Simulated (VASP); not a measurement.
# SnSe2 (P-3m1) in VASP: a series of runs

SnSe2 is run at these levels: PBEsol+D3(BJ); tasks: single point.

Everything below comes from runs of VASP 6.6.1. Logs are shortened: lines on timing, memory, paths and dates and some standing lists are left out, and cuts for length are marked.

### 1 The cell of the first run

The structure is trigonal, space group P-3m1 (No. 164). Conventional cell: a = 3.659 Å, b = 3.659 Å, c = 6.137 Å, α = 90.00°, β = 90.00°, γ = 120.00°. Within 3.4 Å of Sn (site symmetry -3m) lie 6 Se at 2.61 Å. Within 3.4 Å of Se (site symmetry 3m) lie 3 Sn at 2.61 Å.

### 2 Single point, PBEsol+D3(BJ) (strain -0.040 along x and y, +0.000 along z)

Contents of INCAR:

```
SYSTEM = SnSe2
  PREC = Accurate
  ENCUT = 520
  EDIFF = 1E-7
  ISMEAR = 0
  SIGMA = 0.05
  LREAL = .FALSE.
  LASPH = .TRUE.
  NELM = 60
  ALGO = Normal
  ISIF = 2
  LWAVE = .FALSE.
  LCHARG = .FALSE.
  GGA = PS
  IVDW = 12
  NBANDS = 20
```

Contents of KPOINTS:

```
Automatic mesh
0
G
  12 12 6
  0 0 0
```

Contents of POSCAR:

```
SnSe2
1.0
    3.6585588303      0.0000000000      0.0000000000
   -1.8292794152      3.1684048883      0.0000000000
    0.0000000000      0.0000000000      6.1370000000
Sn Se
1 2
Direct
    0.0000000000      0.0000000000      0.0000000000
    0.3333333333      0.6666666667      0.2500000000
    0.6666666667      0.3333333333      0.7500000000
```

Potentials or basis: VASP PAW PBE potentials, release 64 (Sn_d, Se).

Run with:

```
$ cat potpaw_PBE.64/Sn_d/POTCAR potpaw_PBE.64/Se/POTCAR > POTCAR
$ mpirun -np 1 vasp_std > vasp.out
```

OUTCAR:

```text
SYSTEM = SnSe2
   PREC = Accurate
   ENCUT = 520
   EDIFF = 1E-7
   ISMEAR = 0
   LREAL = .FALSE.
   LASPH = .TRUE.
   NELM = 60
   ISIF = 2
   GGA = PS
   IVDW = 12
 IVDW          = 12

 ion  position               nearest neighbor table
   1  0.000  0.000  0.000-   2 2.61   3 2.61   3 2.61   2 2.61   3 2.61   2 2.61
   2  0.333  0.667  0.250-   1 2.61   1 2.61   1 2.61
   3  0.667  0.333  0.750-   1 2.61   1 2.61   1 2.61

  LATTYP: Found a hexagonal cell.
 ALAT       =     3.6585588303
 C/A-ratio  =     1.6774364674

  Lattice vectors:

 A1 = (   3.6585588303,   0.0000000000,   0.0000000000)
 A2 = (  -1.8292794152,   3.1684048883,   0.0000000000)
 A3 = (   0.0000000000,   0.0000000000,   6.1370000000)

Analysis of symmetry for initial positions (statically):
=====================================================================
 Subroutine PRICEL returns:
 Original cell was already a primitive cell.

 Routine SETGRP: Setting up the symmetry group for a
 hexagonal supercell.

 Subroutine GETGRP returns: Found 12 space group operations
 (whereof 12 operations were pure point group operations)
 out of a pool of 24 trial point group operations.

The static configuration has the point symmetry D_3d.

Analysis of symmetry for dynamics (positions and initial velocities):
=====================================================================
 Subroutine PRICEL returns:
 Original cell was already a primitive cell.

 Routine SETGRP: Setting up the symmetry group for a
 hexagonal supercell.

 Subroutine GETGRP returns: Found 12 space group operations
 (whereof 12 operations were pure point group operations)
 out of a pool of 24 trial point group operations.

The dynamic configuration has the point symmetry D_3d.

 Subroutine INISYM returns: Found 12 space group operations
 (whereof 12 operations are pure point group operations),
 and found     1 'primitive' translations

----------------------------------------------------------------------------------------

                                     Primitive cell

  volume of cell :      71.1389

  direct lattice vectors                    reciprocal lattice vectors
     3.658558830  0.000000000  0.000000000     0.273331671  0.157808114  0.000000000
    -1.829279415  3.168404888  0.000000000     0.000000000  0.315616228  0.000000000
     0.000000000  0.000000000  6.137000000     0.000000000  0.000000000  0.162946065

  length of vectors
     3.658558830  3.658558830  6.137000000     0.315616228  0.315616228  0.162946065

  position of ions in fractional coordinates (direct lattice)
     0.000000000  0.000000000  0.000000000
     0.333333333  0.666666667  0.250000000
     0.666666667  0.333333333  0.750000000

  ion indices of the primitive-cell ions
   primitive index   ion index
                 1           1
                 2           2
                 3           3

----------------------------------------------------------------------------------------

 KPOINTS: Automatic mesh

Automatic generation of k-mesh.
 Grid dimensions read from file:
 generate k-points for:   12   12    6

 Generating k-lattice:

  Cartesian coordinates                     Fractional coordinates (reciprocal lattice)
     0.022777639  0.013150676  0.000000000     0.083333333  0.000000000  0.000000000
     0.000000000  0.026301352  0.000000000     0.000000000  0.083333333  0.000000000
     0.000000000  0.000000000  0.027157677     0.000000000  0.000000000  0.166666667

  Length of vectors
     0.026301352  0.026301352  0.027157677

  Shift w.r.t. Gamma in fractional coordinates (k-lattice)
     0.000000000  0.000000000  0.000000000

 Subroutine IBZKPT returns following result:
 ===========================================

 Found    100 irreducible k-points:

 Following reciprocal coordinates:
            Coordinates               Weight
  0.000000  0.000000  0.000000      1.000000
  0.083333  0.000000  0.000000      6.000000
  0.166667  0.000000  0.000000      6.000000
  0.250000  0.000000  0.000000      6.000000
  0.333333  0.000000  0.000000      6.000000
  0.416667  0.000000  0.000000      6.000000
[... 16 lines left out ...]
  0.166667  0.000000  0.166667      6.000000
  0.000000  0.166667  0.166667      6.000000
 [... further k-points ...]
   k-points           NKPTS =    100   k-points in BZ     NKDIM =    100   number of bands    NBANDS=     20
   number of dos      NEDOS =    301   number of ions     NIONS =      3
   total plane-waves  NPLWV =  37632
   dimension x,y,z NGX =    28 NGY =   28 NGZ =   48
   dimension x,y,z NGXF=    56 NGYF=   56 NGZF=   96
   ions per type =               1   2
   NGX,Y,Z   is equivalent  to a cutoff of  12.72, 12.72, 13.00 a.u.
   NGXF,Y,Z  is equivalent  to a cutoff of  25.45, 25.45, 26.01 a.u.
 SYSTEM =  SnSe2
   PREC   = accura    normal or accurate (medium, high low for compatibility)
   ISTART =      0    job   : 0-new  1-cont  2-samecut
   ICHARG =      2    charge: 1-file 2-atom 10-const
   ISPIN  =      1    spin polarized calculation?
   LNONCOLLINEAR =      F non collinear calculations
   LSORBIT =      F    spin-orbit coupling
   LASPH  =      T    aspherical Exc in radial PAW
   ENCUT  =  520.0 eV  38.22 Ry    6.18 a.u.   6.80  6.80 11.41*2*pi/ulx,y,z
   NELM   =     60;   NELMIN=  2; NELMDL= -5     # of ELM steps
   EDIFF  = 0.1E-06   stopping-criterion for ELM
   LREAL  =      F    real-space projection
   EDIFFG = 0.1E-05   stopping-criterion for IOM
   NSW    =      0    number of steps for IOM
   IBRION =     -1    ionic relax: 0-MD 1-quasi-New 2-CG
   NFREE  =      0    steps in history (QN), initial steepest desc. (CG)
   ISIF   =      2    stress and relaxation
   ISYM   =      2    0-nonsym 1-usesym 2-fastsym
   POTIM  = 0.5000    time-step for ionic-motion
   TEBEG  =    0.0;   TEEND  =   0.0 temperature during run
   PSTRESS=    0.0 pullay stress
   NELECT =      26.0000    total number of electrons
   NUPDOWN=      -1.0000    fix difference up-down
   EMIN   =  10.00;   EMAX   =-10.00  energy-range for DOS
   EFERMI =   0.00;   METHOD = LEGACY
   ISMEAR =     0;   SIGMA  =   0.05  broadening in eV -4-tet -1-fermi 0-gaus
   EFERMI_NEDOS =   21; number of points for ismear=-14 and -15
   IALGO  =     38    algorithm
   IMIX   =      4    mixing-type and parameters
     AMIX     =   0.40;   BMIX     =  1.00
     AMIX_MAG =   1.60;   BMIX_MAG =  1.00
  volume/ion in A,a.u.               =      23.71       160.02
  Fermi-wavevector in a.u.,A,eV,Ry     =   1.170479  2.211885 18.640272  1.370021
  Thomas-Fermi vector in A             =   2.306937
   LORBIT       =      0    0 simple, 1 ext, 2 COOP (PROOUT), +10 PAW based schemes
   GGA     = PS    functional components
   LHFCALC =     F    Hartree Fock is set to
   AEXX    =    0.0000 exact exchange contribution
   IVDW    =    12    specifies the selected vdW correction
   LEPSILON=     F    determine dielectric tensor
   LRPA    =     F    only Hartree local field effects (RPA)
 non-spin polarized calculation
 Gauss-broadening in eV      SIGMA  =   0.05
  energy-cutoff  :      520.00
  volume of cell :       71.14
 maximum number of plane-waves:      1943
   NGX = 13   NGY = 13   NGZ = 23

 number of electron      26.0000007 magnetization

 Free energy of the ion-electron system (eV)
  ---------------------------------------------------
  ext. energy  EPLUGINS =         0.00000000
  ---------------------------------------------------
  free energy    TOTEN  =       -12.73369984 eV

  energy without entropy =      -12.73369984  energy(sigma->0) =      -12.73369984

 E-fermi :   5.2867     XC(G=0): -10.0091

 val. band max:        4.9990683997   @ k =   0.1667   0.0000   0.1667
 cond. band min:       5.6785724705   @ k =   0.5000   0.0000   0.3333
 fundamental gap:      0.6795040708
 Fermi energy:         5.2867078381

 k-point     1 :       0.0000    0.0000    0.0000
  band No.  band energies     occupation
      1     -16.3189      2.00000
      2     -16.3189      2.00000
      3     -16.2566      2.00000
      4     -16.2352      2.00000
      5     -16.2352      2.00000
      6      -9.7261      2.00000
[... 12 lines left out ...]
     19      14.0739      0.00000
     20      14.0739      0.00000

 k-point     2 :       0.0833    0.0000    0.0000
  band No.  band energies     occupation
      1     -16.3240      2.00000
      2     -16.3147      2.00000
      3     -16.2534      2.00000
      4     -16.2383      2.00000
      5     -16.2348      2.00000
      6      -9.6442      2.00000
[... 12 lines left out ...]
     19      13.2378      0.00000
     20      14.1723      0.00000

 k-point     3 :       0.1667    0.0000    0.0000
  band No.  band energies     occupation
      1     -16.3396      2.00000
      2     -16.3043      2.00000
      3     -16.2495      2.00000
      4     -16.2407      2.00000
      5     -16.2327      2.00000
      6      -9.4021      2.00000
[... 12 lines left out ...]
     19      13.2092      0.00000
     20      14.2488      0.00000

 k-point     4 :       0.2500    0.0000    0.0000
  band No.  band energies     occupation
      1     -16.3627      2.00000
      2     -16.2933      2.00000
      3     -16.2582      2.00000
      4     -16.2277      2.00000
      5     -16.2265      2.00000
      6      -9.0140      2.00000
[... 12 lines left out ...]
     19      13.3592      0.00000
     20      14.4716      0.00000

 k-point     5 :       0.3333    0.0000    0.0000
  band No.  band energies     occupation
      1     -16.3870      2.00000
      2     -16.2867      2.00000
      3     -16.2671      2.00000
      4     -16.2157      2.00000
      5     -16.2134      2.00000
      6      -8.5153      2.00000
[... 12 lines left out ...]
     19      14.1762      0.00000
     20      14.6868      0.00000
[... 353 lines left out ...]
      6      -9.6074      2.00000
[... 12 lines left out ...]
     19      13.0585      0.00000
     20      14.1843      0.00000

 k-point    22 :       0.0000    0.0833    0.1667
  band No.  band energies     occupation
      1     -16.3240      2.00000
      2     -16.3147      2.00000
      3     -16.2534      2.00000
      4     -16.2384      2.00000
      5     -16.2348      2.00000
      6      -9.6073      2.00000
[... 12 lines left out ...]
     19      13.1546      0.00000
     20      13.9030      0.00000

 k-point    23 :       0.1667    0.0000    0.1667
  band No.  band energies     occupation
      1     -16.3396      2.00000
      2     -16.3042      2.00000
      3     -16.2494      2.00000
      4     -16.2407      2.00000
      5     -16.2327      2.00000
      6      -9.3660      2.00000
[... 12 lines left out ...]
     19      13.4680      0.00000
     20      13.8443      0.00000

 k-point    24 :       0.0000    0.1667    0.1667
  band No.  band energies     occupation
      1     -16.3396      2.00000
      2     -16.3043      2.00000
      3     -16.2495      2.00000
      4     -16.2406      2.00000
      5     -16.2327      2.00000
      6      -9.3654      2.00000
[... 12 lines left out ...]
     19      12.9902      0.00000
     20      14.0977      0.00000

 [... further k-points ...]

------------------------ aborting loop because EDIFF is reached ----------------------------------------

 Edisp (eV)   -1.06864

 E8    (eV) :    -0.7036

  FORCE on cell =-STRESS in cart. coord.  units (eV):
  Direction    XX          YY          ZZ          XY          YZ          ZX
  --------------------------------------------------------------------------------------
  -------------------------------------------------------------------------------------
  Total       3.50658     3.50658     2.98312    -0.00000     0.00000     0.00000
  in kB      78.97466    78.97466    67.18542    -0.00000     0.00000     0.00000
  external pressure =       75.04 kB  Pullay stress =        0.00 kB

 VOLUME and BASIS-vectors are now :
 -----------------------------------------------------------------------------
  energy-cutoff  :      520.00
  volume of cell :       71.14
      direct lattice vectors                 reciprocal lattice vectors
     3.658558830  0.000000000  0.000000000     0.273331671  0.157808114  0.000000000
    -1.829279415  3.168404888  0.000000000     0.000000000  0.315616228  0.000000000
     0.000000000  0.000000000  6.137000000     0.000000000  0.000000000  0.162946065

 POSITION                                       TOTAL-FORCE (eV/Angst)
 -----------------------------------------------------------------------------------
      0.00000      0.00000      0.00000         0.000000      0.000000      0.000000
     -0.00000      2.11227      1.53425        -0.000000      0.000000      1.251728
      1.82928      1.05613      4.60275         0.000000     -0.000000     -1.251728
 -----------------------------------------------------------------------------------
    total drift:                               -0.000000     -0.000000     -0.000000

  FREE ENERGIE OF THE ION-ELECTRON SYSTEM (eV)
  ---------------------------------------------------
  free  energy   TOTEN  =       -13.8023417557 eV

  energy  without entropy=      -13.8023417557  energy(sigma->0) =      -13.80234176
```

It took 49 s on 1 thread of Intel Xeon 6975P-C (Granite Rapids), shared host; peak memory 0.29 GiB.

What came out:

```yaml
Free_energy: -13.8023 eV
Pressure: 7.5 GPa
Largest_force: 1.252 eV/Å
Band_gap_on_the_k_mesh: 0.68 eV, indirect (least direct gap 1.32 eV)
Dispersion_energy_per_atom: -0.356 eV
```

Forces in eV/Å, atoms in the order of the input:
```
Sn   0.000  0.000  0.000
Se   0.000  0.000  1.252
Se   0.000  0.000 -1.252
```

Caveat: the cell differs from its parent crystal (strain -0.040 along x and y, +0.000 along z); the PAW data sets were made with another functional, which shifts forces and pressure a little; spin-orbit coupling is left out, which moves the levels of the heavy elements. A k mesh can miss the band edges.

### 3 Single point, PBEsol+D3(BJ) (strain +0.000 along x and y, -0.040 along z)

Contents of INCAR:

```
SYSTEM = SnSe2
  ALGO = Normal
  EDIFF = 1E-6
  ENCUT = 520
  GGA = PS
  ISIF = 2
  ISMEAR = 0
  IVDW = 12
  LASPH = .True.
  LCHARG = .False.
  LREAL = .False.
  LWAVE = .False.
  NBANDS = 20
  NELM = 80
  PREC = Accurate
  SIGMA = 0.05
```

Contents of KPOINTS:

```
k-points
0
Gamma
  12 12 6
  0 0 0
```

Contents of POSCAR:

```
SnSe2
1.0
    3.8109987816      0.0000000000      0.0000000000
   -1.9054993908      3.3004217586      0.0000000000
    0.0000000000      0.0000000000      5.8915200000
Sn Se
1 2
Direct
    0.0000000000      0.0000000000      0.0000000000
    0.3333333333      0.6666666667      0.2500000000
    0.6666666667      0.3333333333      0.7500000000
```

Potentials or basis: VASP PAW PBE potentials, release 64 (Sn_d, Se).

Run with:

```
$ cat potpaw_PBE.64/Sn_d/POTCAR potpaw_PBE.64/Se/POTCAR > POTCAR
$ mpirun -np 1 vasp_std > vasp.out
```

OUTCAR:

```text
SYSTEM = SnSe2
   EDIFF = 1E-6
   ENCUT = 520
   GGA = PS
   ISIF = 2
   ISMEAR = 0
   IVDW = 12
   LASPH = .True.
   LREAL = .False.
   NELM = 80
   PREC = Accurate
 IVDW          = 12

 ion  position               nearest neighbor table
   1  0.000  0.000  0.000-   2 2.65   3 2.65   2 2.65   3 2.65   3 2.65   2 2.65
   2  0.333  0.667  0.250-   1 2.65   1 2.65   1 2.65
   3  0.667  0.333  0.750-   1 2.65   1 2.65   1 2.65

  LATTYP: Found a hexagonal cell.
 ALAT       =     3.8109987816
 C/A-ratio  =     1.5459254483

  Lattice vectors:

 A1 = (   3.8109987816,   0.0000000000,   0.0000000000)
 A2 = (  -1.9054993908,   3.3004217586,   0.0000000000)
 A3 = (   0.0000000000,   0.0000000000,   5.8915200000)

Analysis of symmetry for initial positions (statically):
=====================================================================
 Subroutine PRICEL returns:
 Original cell was already a primitive cell.

 Routine SETGRP: Setting up the symmetry group for a
 hexagonal supercell.

 Subroutine GETGRP returns: Found 12 space group operations
 (whereof 12 operations were pure point group operations)
 out of a pool of 24 trial point group operations.

[... 161 lines left out ...]

  energy without entropy =      -12.84160393  energy(sigma->0) =      -12.84160393

 E-fermi :   5.0281     XC(G=0):  -9.8364

 val. band max:        4.7928042064   @ k =   0.0000   0.0000   0.0000
 cond. band min:       5.2464614757   @ k =   0.0000   0.4167   0.3333
 fundamental gap:      0.4536572693
 Fermi energy:         5.0280881840

 k-point     1 :       0.0000    0.0000    0.0000
  band No.  band energies     occupation
      1     -16.7227      2.00000
      2     -16.7227      2.00000
      3     -16.6810      2.00000
      4     -16.6604      2.00000
      5     -16.6604      2.00000
      6      -9.7920      2.00000
[... 541 lines left out ...]
     19      12.5099      0.00000
     20      13.1958      0.00000

 [... further k-points ...]

------------------------ aborting loop because EDIFF is reached ----------------------------------------

 Edisp (eV)   -1.02620

 E8    (eV) :    -0.6757

  FORCE on cell =-STRESS in cart. coord.  units (eV):
  Direction    XX          YY          ZZ          XY          YZ          ZX
  --------------------------------------------------------------------------------------
  -------------------------------------------------------------------------------------
  Total       1.02052     1.02052     2.64072     0.00000    -0.00000     0.00000
  in kB      22.06462    22.06462    57.09489     0.00000    -0.00000     0.00000
  external pressure =       33.74 kB  Pullay stress =        0.00 kB

 VOLUME and BASIS-vectors are now :
 -----------------------------------------------------------------------------
  energy-cutoff  :      520.00
  volume of cell :       74.10
      direct lattice vectors                 reciprocal lattice vectors
     3.810998782  0.000000000  0.000000000     0.262398405  0.151495789  0.000000000
    -1.905499391  3.300421759  0.000000000     0.000000000  0.302991579  0.000000000
     0.000000000  0.000000000  5.891520000     0.000000000  0.000000000  0.169735484

 POSITION                                       TOTAL-FORCE (eV/Angst)
 -----------------------------------------------------------------------------------
      0.00000      0.00000      0.00000         0.000000      0.000000      0.000000
     -0.00000      2.20028      1.47288         0.000000     -0.000000      1.190689
      1.90550      1.10014      4.41864        -0.000000      0.000000     -1.190689
 -----------------------------------------------------------------------------------
    total drift:                               -0.000000     -0.000000     -0.000000

  FREE ENERGIE OF THE ION-ELECTRON SYSTEM (eV)
  ---------------------------------------------------
  free  energy   TOTEN  =       -13.8678028016 eV

  energy  without entropy=      -13.8678028016  energy(sigma->0) =      -13.86780280
```

Wall time 42 s (1 thread of Intel Xeon 6975P-C (Granite Rapids), shared host); peak memory 0.29 GiB.

What came out:

```
Free energy                : -13.8678 eV
Pressure                   : 3.4 GPa
Largest force              : 1.191 eV/Å
Band gap on the k mesh     : 0.45 eV, indirect (least direct gap 0.69 eV)
Dispersion energy per atom : -0.342 eV
```

Forces in eV/Å, atoms in the order of the input:
```
Sn   0.000  0.000  0.000
Se   0.000  0.000  1.191
Se   0.000  0.000 -1.191
```

Caveat: the cell differs from its parent crystal (strain +0.000 along x and y, -0.040 along z); the PAW data sets were made with another functional, which shifts forces and pressure a little; spin-orbit coupling is left out, which moves the levels of the heavy elements.

[end of part 1 of 2]
